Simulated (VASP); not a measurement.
# C2H6 in VASP: single point with PBE

Aim: the single point of C2H6 with PBE.

Program: VASP 6.6.1. These are calculated values, not measurements. Logs are shortened: lines on timing, memory, paths and dates and some standing lists are left out, and cuts for length are marked.

**1. The cell of the first run**

The cell holds a molecule in a box, 8 atoms: a = 13.000 Å, b = 12.000 Å, c = 12.000 Å, α = 90.00°, β = 90.00°, γ = 90.00°.

**2. Single point, PBE**

INCAR reads:

```
SYSTEM = H3C
PREC = Accurate
ENCUT = 520
EDIFF = 1E-6
ISMEAR = 0
SIGMA = 0.01
LREAL = .FALSE.
LASPH = .TRUE.
NELM = 120
ALGO = Normal
ISIF = 2
LWAVE = .FALSE.
LCHARG = .FALSE.
GGA = PE
NBANDS = 17
GGA_COMPAT = .FALSE.
NELMDL = -8
```

KPOINTS reads:

```
regular mesh
0
G
  1 1 1
  0 0 0
```

POSCAR reads:

```
H3C
1.0
   13.0000000000      0.0000000000      0.0000000000
    0.0000000000     12.0000000000      0.0000000000
    0.0000000000      0.0000000000     12.0000000000
C H
2 6
Direct
    0.4412472183      0.4999996757      0.5000000000
    0.5587527817      0.5000003243      0.5000000000
    0.4103279990      0.5852011705      0.5000000000
    0.4103274991      0.4573993488      0.4262136014
    0.4103274991      0.4573993488      0.5737863986
    0.5896720010      0.4147988295      0.5000000000
    0.5896725009      0.5426006512      0.4262136014
    0.5896725009      0.5426006512      0.5737863986
```

Potentials or basis: VASP PAW PBE potentials, release 64 (C, H).

Run with:

```console
> cat potpaw_PBE.64/C/POTCAR potpaw_PBE.64/H/POTCAR > POTCAR
> mpirun -np 1 vasp_gam > vasp.out
```

OUTCAR:

```text
SYSTEM = H3C
   PREC = Accurate
   ENCUT = 520
   EDIFF = 1E-6
   ISMEAR = 0
   LREAL = .FALSE.
   LASPH = .TRUE.
   NELM = 120
   ISIF = 2
   GGA = PE
   NELMDL = -8

 ion  position               nearest neighbor table
   1  0.441  0.500  0.500-   4 1.10   5 1.10   3 1.10   2 1.53
   2  0.559  0.500  0.500-   7 1.10   8 1.10   6 1.10   1 1.53
   3  0.410  0.585  0.500-   1 1.10
   4  0.410  0.457  0.426-   1 1.10
   5  0.410  0.457  0.574-   1 1.10
   6  0.590  0.415  0.500-   2 1.10
   7  0.590  0.543  0.426-   2 1.10
   8  0.590  0.543  0.574-   2 1.10

  LATTYP: Found a simple tetragonal cell.
 ALAT       =    12.0000000000
 C/A-ratio  =     1.0833333333

  Lattice vectors:

 A1 = (   0.0000000000,  12.0000000000,   0.0000000000)
 A2 = (   0.0000000000,   0.0000000000,  12.0000000000)
 A3 = (  13.0000000000,   0.0000000000,   0.0000000000)

Analysis of symmetry for initial positions (statically):
=====================================================================
 Subroutine PRICEL returns:
 Original cell was already a primitive cell.

 Routine SETGRP: Setting up the symmetry group for a
 simple tetragonal supercell.

 Subroutine GETGRP returns: Found  4 space group operations
 (whereof  4 operations were pure point group operations)
 out of a pool of 16 trial point group operations.

The static configuration has the point symmetry C_2h.

Analysis of symmetry for dynamics (positions and initial velocities):
=====================================================================
 Subroutine PRICEL returns:
 Original cell was already a primitive cell.

 Routine SETGRP: Setting up the symmetry group for a
 simple tetragonal supercell.

 Subroutine GETGRP returns: Found  4 space group operations
 (whereof  4 operations were pure point group operations)
 out of a pool of 16 trial point group operations.

The dynamic configuration has the point symmetry C_2h.

 Subroutine INISYM returns: Found  4 space group operations
 (whereof  4 operations are pure point group operations),
 and found     1 'primitive' translations

----------------------------------------------------------------------------------------

                                     Primitive cell

  volume of cell :    1872.0000

  direct lattice vectors                    reciprocal lattice vectors
    13.000000000  0.000000000  0.000000000     0.076923077  0.000000000  0.000000000
     0.000000000 12.000000000  0.000000000     0.000000000  0.083333333  0.000000000
     0.000000000  0.000000000 12.000000000     0.000000000  0.000000000  0.083333333

  length of vectors
    13.000000000 12.000000000 12.000000000     0.076923077  0.083333333  0.083333333

  position of ions in fractional coordinates (direct lattice)
     0.441247218  0.499999676  0.500000000
     0.558752782  0.500000324  0.500000000
     0.410327999  0.585201170  0.500000000
     0.410327499  0.457399349  0.426213601
     0.410327499  0.457399349  0.573786399
     0.589672001  0.414798830  0.500000000
     0.589672501  0.542600651  0.426213601
     0.589672501  0.542600651  0.573786399

  ion indices of the primitive-cell ions
   primitive index   ion index
                 1           1
                 2           2
                 3           3
                 4           4
                 5           5
                 6           6
                 7           7
                 8           8

----------------------------------------------------------------------------------------

 KPOINTS: regular mesh

Automatic generation of k-mesh.
 Grid dimensions read from file:
 generate k-points for:    1    1    1

 Generating k-lattice:

  Cartesian coordinates                     Fractional coordinates (reciprocal lattice)
     0.076923077  0.000000000  0.000000000     1.000000000  0.000000000  0.000000000
     0.000000000  0.083333333  0.000000000     0.000000000  1.000000000  0.000000000
     0.000000000  0.000000000  0.083333333     0.000000000  0.000000000  1.000000000

  Length of vectors
     0.076923077  0.083333333  0.083333333

  Shift w.r.t. Gamma in fractional coordinates (k-lattice)
     0.000000000  0.000000000  0.000000000

 Subroutine IBZKPT returns following result:
 ===========================================

 Found      1 irreducible k-points:

 Following reciprocal coordinates:
            Coordinates               Weight
  0.000000  0.000000  0.000000      1.000000
   k-points           NKPTS =      1   k-points in BZ     NKDIM =      1   number of bands    NBANDS=     17
   number of dos      NEDOS =    301   number of ions     NIONS =      8
   total plane-waves  NPLWV = 793800
   dimension x,y,z NGX =    98 NGY =   90 NGZ =   90
   dimension x,y,z NGXF=   196 NGYF=  180 NGZF=  180
   ions per type =               2   6
   NGX,Y,Z   is equivalent  to a cutoff of  12.53, 12.47, 12.47 a.u.
   NGXF,Y,Z  is equivalent  to a cutoff of  25.06, 24.94, 24.94 a.u.
 SYSTEM =  H3C
   PREC   = accura    normal or accurate (medium, high low for compatibility)
   ISTART =      0    job   : 0-new  1-cont  2-samecut
   ICHARG =      2    charge: 1-file 2-atom 10-const
   ISPIN  =      1    spin polarized calculation?
   LNONCOLLINEAR =      F non collinear calculations
   LSORBIT =      F    spin-orbit coupling
   LASPH  =      T    aspherical Exc in radial PAW
   ENCUT  =  520.0 eV  38.22 Ry    6.18 a.u.  24.17 22.31 22.31*2*pi/ulx,y,z
   NELM   =    120;   NELMIN=  2; NELMDL= -8     # of ELM steps
   EDIFF  = 0.1E-05   stopping-criterion for ELM
   LREAL  =      F    real-space projection
   EDIFFG = 0.1E-04   stopping-criterion for IOM
   NSW    =      0    number of steps for IOM
   IBRION =     -1    ionic relax: 0-MD 1-quasi-New 2-CG
   NFREE  =      0    steps in history (QN), initial steepest desc. (CG)
   ISIF   =      2    stress and relaxation
   ISYM   =      2    0-nonsym 1-usesym 2-fastsym
   POTIM  = 0.5000    time-step for ionic-motion
   TEBEG  =    0.0;   TEEND  =   0.0 temperature during run
   PSTRESS=    0.0 pullay stress
   NELECT =      14.0000    total number of electrons
   NUPDOWN=      -1.0000    fix difference up-down
   EMIN   =  10.00;   EMAX   =-10.00  energy-range for DOS
   EFERMI =   0.00;   METHOD = LEGACY
   ISMEAR =     0;   SIGMA  =   0.01  broadening in eV -4-tet -1-fermi 0-gaus
   EFERMI_NEDOS =   21; number of points for ismear=-14 and -15
   IALGO  =     38    algorithm
   IMIX   =      4    mixing-type and parameters
     AMIX     =   0.40;   BMIX     =  1.00
     AMIX_MAG =   1.60;   BMIX_MAG =  1.00
  volume/ion in A,a.u.               =     234.00      1579.11
  Fermi-wavevector in a.u.,A,eV,Ry     =   0.320147  0.604989  1.394513  0.102494
  Thomas-Fermi vector in A             =   1.206503
   LORBIT       =      0    0 simple, 1 ext, 2 COOP (PROOUT), +10 PAW based schemes
   GGA     = PE    functional components
   LHFCALC =     F    Hartree Fock is set to
   AEXX    =    0.0000 exact exchange contribution
   IVDW    =     0    specifies the selected vdW correction
   LEPSILON=     F    determine dielectric tensor
   LRPA    =     F    only Hartree local field effects (RPA)
 non-spin polarized calculation
 Gauss-broadening in eV      SIGMA  =   0.01
  energy-cutoff  :      520.00
  volume of cell :     1872.00
 maximum number of plane-waves:     25235
 NGX is ok and might be reduce to    98
   NGX = 49   NGY = 45   NGZ = 45

 number of electron      14.0000004 magnetization

 Free energy of the ion-electron system (eV)
  ---------------------------------------------------
  ext. energy  EPLUGINS =         0.00000000
  ---------------------------------------------------
  free energy    TOTEN  =       -40.50807493 eV

  energy without entropy =      -40.50807493  energy(sigma->0) =      -40.50807493

 E-fermi :  -7.9316     XC(G=0):  -0.5468

 val. band max:       -7.9944903864   @ k =   0.0000   0.0000   0.0000
 cond. band min:      -0.4504352181   @ k =   0.0000   0.0000   0.0000
 fundamental gap:      7.5440551683
 Fermi energy:        -7.9315535595

 k-point     1 :       0.0000    0.0000    0.0000
  band No.  band energies     occupation
      1     -18.4008      2.00000
      2     -14.8900      2.00000
      3     -10.3707      2.00000
      4     -10.3707      2.00000
      5      -8.7717      2.00000
      6      -7.9945      2.00000
[... 9 lines left out ...]
     16       1.4642      0.00000
     17       1.6201      0.00000

------------------------ aborting loop because EDIFF is reached ----------------------------------------

  FORCE on cell =-STRESS in cart. coord.  units (eV):
  Direction    XX          YY          ZZ          XY          YZ          ZX
  --------------------------------------------------------------------------------------
  -------------------------------------------------------------------------------------
  Total       -0.0292744     -0.0344878     -0.0340809     -0.0001253      0.0000000      0.0000000
  in kB       -0.0250549     -0.0295169     -0.0291686     -0.0001072      0.0000000      0.0000000
  external PRESSURE =      -0.0279135 kB  Pullay stress =       0.0000000 kB

 VOLUME and BASIS-vectors are now :
 -----------------------------------------------------------------------------
  energy-cutoff  :      520.00
  volume of cell :     1872.00
      direct lattice vectors                 reciprocal lattice vectors
    13.000000000  0.000000000  0.000000000     0.076923077  0.000000000  0.000000000
     0.000000000 12.000000000  0.000000000     0.000000000  0.083333333  0.000000000
     0.000000000  0.000000000 12.000000000     0.000000000  0.000000000  0.083333333

 POSITION                                       TOTAL-FORCE (eV/Angst)
 -----------------------------------------------------------------------------------
      5.73621      6.00000      6.00000        -0.004788      0.000246      0.000000
      7.26379      6.00000      6.00000         0.004788     -0.000246      0.000000
      5.33426      7.02241      6.00000        -0.009648      0.021741      0.000000
      5.33426      5.48879      5.11456        -0.009576     -0.010736     -0.018906
      5.33426      5.48879      6.88544        -0.009576     -0.010736      0.018906
      7.66574      4.97759      6.00000         0.009648     -0.021741      0.000000
      7.66574      6.51121      5.11456         0.009576      0.010736     -0.018906
      7.66574      6.51121      6.88544         0.009576      0.010736      0.018906
 -----------------------------------------------------------------------------------
    total drift:                                0.000000     -0.000000      0.000000

  FREE ENERGIE OF THE ION-ELECTRON SYSTEM (eV)
  ---------------------------------------------------
  free  energy   TOTEN  =       -40.5080749265 eV

  energy  without entropy=      -40.5080749265  energy(sigma->0) =      -40.50807493
```

It took 2.1 min on 1 thread of Intel Xeon Platinum 8375C at 2.90GHz (Ice Lake), shared host; peak memory 1.2 GiB.

What came out:

```yaml
Free_energy: -40.5081 eV
Largest_force: 0.024 eV/Å
Gap_between_the_frontier_levels: 7.54 eV
```

Forces in eV/Å, atoms in the order of the input:
```
C   -0.005  0.000  0.000
C    0.005  0.000  0.000
H   -0.010  0.022  0.000
H   -0.010 -0.011 -0.019
H   -0.010 -0.011  0.019
H    0.010 -0.022  0.000
H    0.010  0.011 -0.019
H    0.010  0.011  0.019
```
